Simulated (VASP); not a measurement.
Wanted: the native input for a VASP 6.6.1 run.

| Item | Value |
| --- | --- |
| Task | single point |
| Functional | PBE |
| Potentials or basis | VASP PAW PBE potentials, release 64 (Zn, S) |
| Cutoff | 500 eV |
| k mesh | 8 × 8 × 8 |
| Occupations | gaussian, width 0.05 eV |
| Spin | no spin polarisation |
| Dipole correction | no |
| Further INCAR settings | ALGO = Normal; EDIFF = 1e-06; NBANDS = 16 |

The structure of ZnS lies in POSCAR:

```
ZnS
1.0
    0.0000000000      2.7115698349      2.7115698349
    2.7115698349      0.0000000000      2.7115698349
    2.7115698349      2.7115698349      0.0000000000
Zn S
1 1
Direct
    0.2500000000      0.2500000000      0.2500000000
    0.0000000000      0.0000000000      0.0000000000
```

One way to write it, as run:

INCAR

```
  PREC = Accurate
  ENCUT = 500
  EDIFF = 1E-6
  ISMEAR = 0
  SIGMA = 0.05
  LREAL = F
  LASPH = T
  NELM = 120
  ALGO = Normal
  ISIF = 2
  LWAVE = F
  LCHARG = F
  GGA = PE
  NBANDS = 16
  GGA_COMPAT = F
```

KPOINTS

```
Automatic mesh
0
Gamma
  8 8 8
```

Potentials or basis: VASP PAW PBE potentials, release 64 (Zn, S).

Launch:

```bash
$ cat potpaw_PBE.64/Zn/POTCAR potpaw_PBE.64/S/POTCAR > POTCAR
$ mpirun -np 1 vasp_std > vasp.out
```

It gave:

The pressure is 1.0 GPa. The band gap on the k mesh is 2.07 eV.

Run time: 27 s on 1 thread of Intel Xeon 8259CL (shared host), peak memory 0.16 GiB.
